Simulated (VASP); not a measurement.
Runs of VASP 6.6.1 on ScAl. The structure is that of space group Pm-3m (No. 221), or close to it. The cells are those of the table. 

| task | level | potentials or basis | cell | k mesh | cutoff (eV) | smearing | gap on the mesh (eV) | pressure (GPa) | relaxed volume (Å³/atom) |
| --- | --- | --- | --- | --- | --- | --- | --- | --- | --- |
| single point | PBEsol | VASP PAW PBE potentials, release 64 (Sc_sv, Al) | a = 3.370 Å, 2 atoms | 2 × 2 × 2 | 520 | gaussian 0.1 eV | none | -1.6 | - |
| relaxation of cell and atoms | PBEsol | VASP PAW PBE potentials, release 64 (Sc_sv, Al) | relaxed from a = 3.370 Å, 2 atoms | 12 × 12 × 12 | 600 | gaussian 0.1 eV | none | 0.0 | 18.74 |
| single point | PBEsol | VASP PAW PBE potentials, release 64 (Sc_sv, Al) | a = 3.370 Å, 2 atoms | 6 × 6 × 6 | 520 | gaussian 0.1 eV | none | -1.6 | - |
| single point | LDA | VASP PAW LDA potentials, release 64 (Sc_sv, Al) | a = 3.308 Å, 2 atoms | 12 × 12 × 12 | 520 | gaussian 0.1 eV | none | 0.2 | - |
| single point | PBEsol | VASP PAW PBE potentials, release 64 (Sc_sv, Al) | a = 3.370 Å, 2 atoms | 6 × 6 × 6 | 520 | gaussian 0.01 eV | none | -1.7 | - |
| single point | PBEsol | VASP PAW PBE potentials, release 64 (Sc_sv, Al) | a = 3.370 Å, 2 atoms | 4 × 4 × 4 | 520 | gaussian 0.1 eV | none | -1.2 | - |
| single point | PBEsol | VASP PAW PBE potentials, release 64 (Sc_sv, Al) | a = 2.943 Å, 2 atoms | 1 × 1 × 1 | 520 | gaussian 0.1 eV | 6.29 | -0.4 | - |
| single point | PBEsol | VASP PAW PBE potentials, release 64 (Sc_sv, Al) | a = 3.370 Å, 2 atoms | 6 × 6 × 6 | 520 | gaussian 0.05 eV | none | -1.7 | - |
| single point | PBEsol | VASP PAW PBE potentials, release 64 (Sc_sv, Al) | a = 3.370 Å, 2 atoms | 8 × 8 × 8 | 520 | gaussian 0.1 eV | none | -1.7 | - |
| relaxation of cell and atoms | PBEsol | VASP PAW PBE potentials, release 64 (Sc_sv, Al) | relaxed from a = 3.370 Å, 2 atoms | 1 × 1 × 1 | 600 | gaussian 0.1 eV | 6.31 | 0.0 | (a) |
| single point | PBEsol | VASP PAW PBE potentials, release 64 (Sc_sv, Al) | a = 3.344 Å, 2 atoms | 12 × 12 × 12 | 520 | gaussian 0.1 eV | none | 0.2 | - |
| single point | PBEsol | VASP PAW PBE potentials, release 64 (Sc_sv, Al) | a = 3.370 Å, 2 atoms | 1 × 1 × 1 | 520 | gaussian 0.1 eV | 2.59 | (b) | - |

Alike in all rows: no spin polarisation.

Problem. Fill in the values left out.

Solution. (a) 12.72; (b) -30.6.

Caveats: some runs use coarse meshes; the PAW data sets were made with another functional, which shifts forces and pressure a little (some runs); the volume moved by over 15 % at a fixed basis, so the end points are rough (some runs).

A k mesh can miss the band edges.

A gap of «none» marks levels without a gap at the run's occupations.
